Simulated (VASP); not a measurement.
NaF, 4 atoms in the cell. It takes space group Cmcm (No. 63, orthorhombic). Conventional cell: a = 3.907 Å, b = 6.700 Å, c = 4.551 Å, α = 90.00°, β = 90.00°, γ = 90.00°. Na (site symmetry m2m) has 5 F at 2.24 to 2.28 Å within 3.0 Å. F (site symmetry m2m) has 5 Na at 2.24 to 2.28 Å within 3.0 Å.  This cell differs from its parent crystal: uniaxial x strain +1.0%.

- Program: VASP 6.6.1
- Task: single point
- Functional: r2SCAN
- Potentials or basis: VASP PAW PBE potentials, release 64 (Na_pv, F)
- Cutoff: 520 eV
- k mesh: 12 × 12 × 6
- Occupations: gaussian, width 0.01 eV
- Spin: no spin polarisation
- Dipole correction: no
- Further INCAR settings: ALGO = Normal; EDIFF = 1e-07; NBANDS = 22

Potentials or basis: VASP PAW PBE potentials, release 64 (Na_pv, F).

The run is started by

```sh
$ cat potpaw_PBE.64/Na_pv/POTCAR potpaw_PBE.64/F/POTCAR > POTCAR
$ cp INCAR.step1 INCAR
$ mpirun -np 1 vasp_std > vasp.out
$ cp INCAR.step2 INCAR
$ mpirun -np 1 vasp_std > vasp.out
```

Hardware: 1 thread of Intel(R) Xeon(R) Platinum 8259CL CPU @ 2.50GHz (Skylake/Cascade Lake) (shared host).

Task: Estimate the wall time of this run.

Result: Wall time 12 min on 1 thread of Intel(R) Xeon(R) Platinum 8259CL CPU @ 2.50GHz (Skylake/Cascade Lake) (shared host), peak memory 0.3 GiB. Counts: k points 172.
